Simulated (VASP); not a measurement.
# SnSe: single point with PBEsol+D3(BJ)

Crystal: SnSe.

```
CELL_PARAMETERS angstrom
4.04946 0.00000 0.00000
0.00000 4.04946 0.00000
0.00000 0.00000 6.29700
ATOMIC_POSITIONS crystal
Sn 0.50000 0.00000 0.25002
Sn 0.00000 0.50000 0.74998
Se 0.50000 0.00000 0.74998
Se 0.00000 0.50000 0.25002
```

```yaml
Program: VASP 6.6.1
Task: single point
Functional: PBEsol
Dispersion: D3(BJ)
Potentials_or_basis: VASP PAW PBE potentials, release 64 (Sn_d, Se)
Cutoff: 520 eV
k_mesh: 8 × 8 × 6
Occupations: gaussian, width 0.03 eV
Spin: no spin polarisation
Dipole_correction: no
Further_INCAR_settings: ALGO = Normal; EDIFF = 1e-07; NBANDS = 28
```

- Pressure: 0.1 GPa
- Band gap on the k mesh: zero (band 20 reaches 6.37 eV, above the bottom of band 21 at 6.25 eV)
- Dispersion energy per atom: -0.349 eV

Stress tensor (GPa, compression positive):
```
 3.86  0.00  0.00
 0.00  3.86  0.00
 0.00  0.00 -7.29
```

Levels at points of the mesh, in eV from the Fermi level:
| k point | band 18 | band 19 | band 20 | band 21 | band 22 | band 23 |
| --- | --- | --- | --- | --- | --- | --- |
| (0.00, 0.00, 0.00) | -2.90 | -2.90 | -2.07 | 2.71 | 2.91 | 5.05 |
| (0.50, 0.00, 0.00) | -2.31 | -0.25 | -0.25 | 1.01 | 1.01 | 1.50 |
| (0.50, 0.50, 0.00) | -4.78 | -3.70 | -3.70 | 2.42 | 2.42 | 4.13 |
| (0.00, 0.00, 0.50) | -3.52 | -2.72 | -2.72 | 1.95 | 1.95 | 3.50 |
| (0.50, 0.00, 0.50) | -2.23 | -0.45 | -0.45 | 0.69 | 0.69 | 0.82 |
| (0.50, 0.50, 0.50) | -5.61 | -1.54 | -1.54 | 0.97 | 0.97 | 4.54 |

Run time: 110 s on 1 thread of Intel(R) Xeon(R) Platinum 8488C (Sapphire Rapids), on a shared host, peak memory 0.29 GiB.

Caveat: the PAW data sets were made with another functional, which shifts forces and pressure a little; spin-orbit coupling is left out, which moves the levels of the heavy elements; pairwise dispersion overbinds metals, which lowers pressure and volume.
